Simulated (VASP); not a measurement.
A run of VASP 6.6.1 is set up as follows.

Contents of INCAR:

```
SYSTEM = InSb
PREC = Accurate
ENCUT = 520
EDIFF = 1E-6
ISMEAR = -1
SIGMA = 0.15
LREAL = .False.
LASPH = .True.
NELM = 60
ALGO = Normal
ISIF = 2
LWAVE = .False.
LCHARG = .False.
GGA = PS
NBANDS = 16
```

Contents of KPOINTS:

```
Automatic mesh
0
Gamma
  12 12 12
  0 0 0
```

Contents of POSCAR:

```
InSb
1.0
    0.0000000000      3.2143899726      3.2143899726
    3.2143899726      0.0000000000      3.2143899726
    3.2143899726      3.2143899726      0.0000000000
In Sb
1 1
Direct
    0.0000000000      0.0000000000      0.0000000000
    0.7500000000      0.7500000000      0.7500000000
```

Potentials or basis: VASP PAW PBE potentials, release 64 (In_d, Sb).

The run is started by

```bash
$ cat potpaw_PBE.64/In_d/POTCAR potpaw_PBE.64/Sb/POTCAR > POTCAR
$ mpirun -np 1 vasp_std > vasp.out
```

Task: What does it give for the band gap on the k mesh?

Result: Zero (filled and empty bands touch).

Task: What does it give for the pressure?

Result: 2.0 GPa.

Caveat: semilocal functionals underestimate gaps, so a narrow gap can read as zero; the PAW data sets were made with another functional, which shifts forces and pressure a little; spin-orbit coupling is left out, which moves the levels of the heavy elements.
